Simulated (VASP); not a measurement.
# LiF (Imm2) in VASP: notebook, part 4 of 4

VASP 6.6.1. Earlier steps stand in the parts before.

## Step 5: Relaxation of cell and atoms, PBE

This run uses another cell than the first one, of 8.24 Å³/atom, 0.756 times its volume.

File INCAR:

```
ALGO = Normal
EDIFF = 1E-7
EDIFFG = -0.04
ENCUT = 600
GGA = PE
IBRION = 2
ISIF = 3
ISMEAR = 0
LASPH = T
LCHARG = F
LREAL = F
LWAVE = F
NELM = 100
NSW = 90
PREC = Accurate
SIGMA = 0.1
```

File KPOINTS:

```
k-points
0
Gamma
  10 10 10
```

File POSCAR:

```
LiF
1.0
   -1.2658433500      1.3595652100      4.7898673000
    1.2658433500     -1.3595652100      4.7898673000
    1.2658433500      1.3595652100     -4.7898673000
Li F
2 2
Direct
    0.4386600000      0.4386600000      0.0000000000
    0.1882499900      0.1882499900      0.0000000000
    0.0613400000      0.5613400000      0.5000000000
    0.3117500100      0.8117500100      0.5000000000
```

Potentials or basis: VASP PAW PBE potentials, release 64 (Li_sv, F).

Started as:

```console
$ cat potpaw_PBE.64/Li_sv/POTCAR potpaw_PBE.64/F/POTCAR > POTCAR
$ mpirun -np 1 vasp_std > vasp.out
```

OUTCAR:

```text
EDIFF = 1E-7
   EDIFFG = -0.04
   ENCUT = 600
   GGA = PE
   IBRION = 2
   ISIF = 3
   ISMEAR = 0
   LASPH = T
   LREAL = F
   NELM = 100
   NSW = 90
   PREC = Accurate

 ion  position               nearest neighbor table
   1  0.439  0.439  0.000-   4 1.76   4 1.76   3 1.80   3 1.80   2 2.40
   2  0.188  0.188  0.000-   4 1.73   4 1.73   3 1.76   3 1.76   1 2.40
   3  0.061  0.561  0.500-   2 1.76   2 1.76   1 1.80   1 1.80
   4  0.312  0.812  0.500-   2 1.73   2 1.73   1 1.76   1 1.76

  LATTYP: Found a body centered orthorhombic cell.
 ALAT       =     2.5316867000
 B/A-ratio  =     1.0740390665
 C/A-ratio  =     3.7839336913

  Lattice vectors:

 A1 = (  -1.2658433500,   1.3595652100,   4.7898673000)
 A2 = (   1.2658433500,  -1.3595652100,   4.7898673000)
 A3 = (   1.2658433500,   1.3595652100,  -4.7898673000)

Analysis of symmetry for initial positions (statically):
=====================================================================
 Subroutine PRICEL returns:
 Original cell was already a primitive cell.

 Routine SETGRP: Setting up the symmetry group for a
 body centered orthorhombic supercell.

 Subroutine GETGRP returns: Found  4 space group operations
 (whereof  4 operations were pure point group operations)
 out of a pool of  8 trial point group operations.

The static configuration has the point symmetry C_2v.

Analysis of symmetry for dynamics (positions and initial velocities):
=====================================================================
 Subroutine PRICEL returns:
 Original cell was already a primitive cell.

 Routine SETGRP: Setting up the symmetry group for a
 body centered orthorhombic supercell.

 Subroutine GETGRP returns: Found  4 space group operations
 (whereof  4 operations were pure point group operations)
 out of a pool of  8 trial point group operations.

The dynamic configuration has the point symmetry C_2v.

 Subroutine INISYM returns: Found  4 space group operations
 (whereof  4 operations are pure point group operations),
 and found     1 'primitive' translations

----------------------------------------------------------------------------------------

                                     Primitive cell

  volume of cell :      32.9734
[... 146 lines left out ...]

  FORCE on cell =-STRESS in cart. coord.  units (eV):
  Direction    XX          YY          ZZ          XY          YZ          ZX
  --------------------------------------------------------------------------------------
  -------------------------------------------------------------------------------------
  Total        5.6623331      2.7202014      5.0631810      0.0000000      0.0000000      0.0000000
  in kB      275.1328956    132.1746466    246.0200787      0.0000000      0.0000000      0.0000000
  external PRESSURE =     217.7758736 kB  Pullay stress =       0.0000000 kB
[... 95 lines left out ...]
  FREE ENERGIE OF THE ION-ELECTRON SYSTEM (eV)
  ---------------------------------------------------
  free  energy   TOTEN  =       -18.7516330442 eV

  energy  without entropy=      -18.7516330442  energy(sigma->0) =      -18.75163304

[... ionic steps 4 to 8 ...]

--------------------------------------- Ionic step        9  -------------------------------------------

 number of electron      19.9999998 magnetization

------------------------ aborting loop because EDIFF is reached ----------------------------------------
[... 33 lines left out ...]
--------------------------------------- Ionic step       10  -------------------------------------------

 number of electron      19.9999998 magnetization

 E-fermi :  -1.7132     XC(G=0):  -8.4742

 val. band max:       -2.2718579860   @ k =  -0.2000   0.3000   0.2000
 cond. band min:       4.4281069251   @ k =   0.0000   0.0000   0.0000
 fundamental gap:      6.6999649110
 Fermi energy:        -1.7131666979

 k-point     1 :       0.0000    0.0000    0.0000
  band No.  band energies     occupation
      1     -43.7575      2.00000
      2     -43.2696      2.00000
      3     -22.0593      2.00000
      4     -21.8397      2.00000
      5      -4.4415      2.00000
      6      -3.2255      2.00000
      7      -2.7749      2.00000
      8      -2.7723      2.00000
      9      -2.5832      2.00000
     10      -2.5601      2.00000
     11       4.4281      0.00000
     12       7.9382      0.00000
     13      10.9749      0.00000
     14      14.5734      0.00000
[... 428 lines left out ...]
--------------------------------------- Ionic step       11  -------------------------------------------

 number of electron      19.9999999 magnetization

 Free energy of the ion-electron system (eV)
  ---------------------------------------------------
  ext. energy  EPLUGINS =         0.00000000
  ---------------------------------------------------
  free energy    TOTEN  =       -18.83646873 eV

  energy without entropy =      -18.83646873  energy(sigma->0) =      -18.83646873

 E-fermi :  -1.7636     XC(G=0):  -8.4488

 val. band max:       -2.2755153694   @ k =  -0.2000   0.3000   0.2000
 cond. band min:       4.3691453851   @ k =   0.0000   0.0000   0.0000
 fundamental gap:      6.6446607545
 Fermi energy:        -1.7635506820

 k-point     1 :       0.0000    0.0000    0.0000
  band No.  band energies     occupation
      1     -43.8299      2.00000
      2     -43.2919      2.00000
      3     -22.0858      2.00000
      4     -21.8372      2.00000
      5      -4.4508      2.00000
      6      -3.2830      2.00000
      7      -2.7935      2.00000
      8      -2.7823      2.00000
      9      -2.6111      2.00000
     10      -2.5783      2.00000
     11       4.3691      0.00000
     12       7.8802      0.00000
     13      10.9399      0.00000
     14      14.4732      0.00000
[... 422 lines left out ...]
  FREE ENERGIE OF THE ION-ELECTRON SYSTEM (eV)
  ---------------------------------------------------
  free  energy   TOTEN  =       -18.8364687282 eV

  energy  without entropy=      -18.8364687282  energy(sigma->0) =      -18.83646873

 reached required accuracy - stopping structural energy minimisation
```

Run time: 29 min. Hardware: 1 thread of Intel Xeon Platinum 8259CL at 2.50GHz (Skylake/Cascade Lake), shared host; peak memory 0.31 GiB.

Results:

| Property | Result |
| --- | --- |
| Free energy | -18.8365 eV |
| Relaxed volume | 10.72 Å³/atom |
| Relaxed cell | a = 5.437 Å, b = 5.437 Å, c = 5.437 Å, α = 150.45°, β = 147.14°, γ = 44.78° |
| Space group after relaxing (to 0.05 Å) | Imm2 (No. 44) |
| Energy gained by relaxing | 145.9 meV/atom |
| Ionic steps | 11 |
| Pressure after relaxing | 0.0 GPa |
| Largest force after relaxing | 0.021 eV/Å |
| Band gap on the k mesh | 6.64 eV, indirect (least direct gap 6.95 eV) |

Forces in eV/Å, atoms in the order of the input:
```
Li   0.000  0.000 -0.003
Li   0.000  0.000  0.021
F    0.000  0.000  0.002
F    0.000  0.000 -0.019
```

Stress tensor (GPa, compression positive):
```
 0.07  0.00  0.00
 0.00  0.07  0.00
 0.00  0.00 -0.11
```

Step by step:
```csv
step,energy change (eV),largest force (eV/Å),pressure (GPa),volume (Å³)
1,0.0000,1.0035,21.78,32.97
2,-0.4807,0.1256,4.74,38.60
3,-0.4987,0.3695,0.81,40.90
4,-0.5007,0.3198,1.65,40.35
5,-0.5453,0.0804,0.59,41.44
6,-0.5686,0.1916,-0.56,42.89
7,-0.5689,0.2222,-0.69,43.07
8,-0.5782,0.1629,-0.19,42.87
9,-0.5821,0.0835,0.51,42.59
10,-0.5822,0.0910,0.44,42.62
11,-0.5835,0.0210,0.01,42.88
```

Final structure:
```
Li F
1.0
    -1.38669    1.53795    5.02710
     1.38669   -1.53795    5.02710
     1.38669    1.53795   -5.02710
Li F
2 2
Direct
  0.44278 0.44278 0.00000
  0.18468 0.18468 0.00000
  0.05430 0.55430 0.50000
  0.31824 0.81824 0.50000
```

Levels at points of the mesh, in eV from the valence-band top:
| k point | band 7 | band 8 | band 9 | band 10 | band 11 | band 12 | band 13 | band 14 |
| --- | --- | --- | --- | --- | --- | --- | --- | --- |
| (0.00, 0.00, 0.00) | -0.52 | -0.51 | -0.34 | -0.30 | 6.64 | 10.16 | 13.22 | 16.75 |
| (0.50, 0.00, 0.00) | -1.25 | -0.70 | -0.47 | -0.18 | 8.55 | 11.23 | 13.56 | 14.32 |
| (0.00, 0.50, 0.00) | -1.79 | -0.74 | -0.60 | 0.00 | 10.67 | 11.78 | 12.99 | 14.82 |
| (0.50, 0.50, 0.00) | -1.86 | -1.57 | -0.82 | -0.68 | 9.05 | 12.00 | 14.26 | 14.55 |
| (0.50, 0.50, 0.50) | -1.09 | -0.65 | -0.21 | -0.18 | 7.59 | 8.74 | 15.10 | 16.90 |

Caveat: the cutoff is under 1.25 times the usual one of these potentials, so pressure, stress and relaxed cells hold a basis-set (Pulay) error; the volume moved by over 15 % at a fixed basis, so the end points are rough. A k mesh can miss the band edges.

## Step 6: The runs side by side

```csv
task,cell,k mesh,cutoff (eV),smearing,gap on the mesh (eV),pressure (GPa),relaxed volume (Å³/atom),largest force (eV/Å)
single point,"a = 5.432 Å, angles 150.3, 146.5, 45.3°, 4 atoms",12 × 12 × 12,520,gaussian 0.02 eV,6.61,-,-,0.01
relaxation of cell and atoms,"relaxed from a = 5.431 Å, angles 150.3, 146.6, 45.3°, 4 atoms",12 × 12 × 12,600,gaussian 0.02 eV,6.64,0.0,10.80,-
single point,"a = 5.431 Å, angles 150.3, 146.6, 45.3°, 4 atoms",10 × 10 × 10,520,gaussian 0.1 eV,6.62,-,-,0.01
relaxation of cell and atoms,"relaxed from a = 5.137 Å, angles 151.5, 149.3, 42.4°, 4 atoms",10 × 10 × 10,600,gaussian 0.1 eV,6.64,0.0,10.72,0.02
```

Alike in all rows: level PBE; potentials or basis VASP PAW PBE potentials, release 64 (Li_sv, F); no spin polarisation.

Caveats: the cutoff is under 1.25 times the usual one of these potentials, so pressure, stress and relaxed cells hold a basis-set (Pulay) error; the volume moved by over 15 % at a fixed basis, so the end points are rough (some runs).

Total energies depend on the potentials used, so only differences within one code and one set of settings carry meaning.
